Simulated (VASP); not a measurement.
Y, 4 atoms in the cell. The typed cell holds 4 atoms: a = 3.504 Å, b = 6.205 Å, c = 6.249 Å, α = 109.56°, β = 87.68°, γ = 90.09°. 

- Program: VASP 6.6.1
- Task: relaxation of cell and atoms
- Functional: PBE
- Potentials or basis: VASP PAW PBE potentials, release 64 (Y_sv)
- Cutoff: 600 eV
- k mesh: 6 × 4 × 4
- Occupations: gaussian, width 0.2 eV
- Spin: no spin polarisation
- Dipole correction: no
- Further INCAR settings: ALGO = Fast; EDIFF = 1e-06; IBRION = 2; EDIFFG = -0.025; NSW = 80; ISIF = 3

Potentials or basis: VASP PAW PBE potentials, release 64 (Y_sv).

Command:

```console
$ cat potpaw_PBE.64/Y_sv/POTCAR > POTCAR
$ mpirun -np 1 vasp_std > vasp.out
```

Hardware: 1 thread of Intel(R) Xeon(R) 6975P-C (Granite Rapids), on a shared host.

Problem. How long does it take, and how much memory?

Solution. Run time: 38 min on 1 thread of Intel(R) Xeon(R) 6975P-C (Granite Rapids), with other jobs on the host, peak memory 0.43 GiB. Counts: scf iterations 291, k points 52, ion steps 15.
